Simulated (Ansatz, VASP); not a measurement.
## Two plane-wave programs on SnO

```
CELL_PARAMETERS angstrom
3.85193 0.00000 0.00000
0.00000 5.07565 0.00000
0.00000 0.00000 3.88384
ATOMIC_POSITIONS crystal
Sn 0.00000 0.22842 0.37500
Sn 0.50000 0.77158 0.87500
O 0.00000 0.00154 0.87500
O 0.50000 0.99846 0.37500
```

Alike in both runs: functional PBE; k mesh 8 × 6 × 6; occupations gaussian, width 0.02 eV; no spin polarisation.

Ansatz relaxed the structure, and its values are those at the end. VASP's run is a single point on that final structure, the one shown.

```csv
,VASP,Ansatz
version,VASP 6.6.1,Ansatz 0.2.0
potentials or method,"VASP PAW PBE potentials, release 64 (Sn_d, O), cutoff 520 eV","scalar-relativistic, plane waves, PAW"
valence electrons in the cell,40,40
```

Ansatz gave:

| Property | Result |
| --- | --- |
| gap on the k mesh at the Fermi level (eV) | 0.51 |
| least direct gap on the mesh (eV) | 1.94 |
| pressure (GPa) | 0.0 |
| rms of the force components (eV/Å) | 0.000 |

Question: What did VASP give for the same quantities?

Answer: gap on the k mesh at the Fermi level (eV): 0.52; least direct gap on the mesh (eV): 1.91; pressure (GPa): 0.2; rms of the force components (eV/Å): 0.031.

With one functional, cell and mesh, what is left measures potentials, basis and numerics.
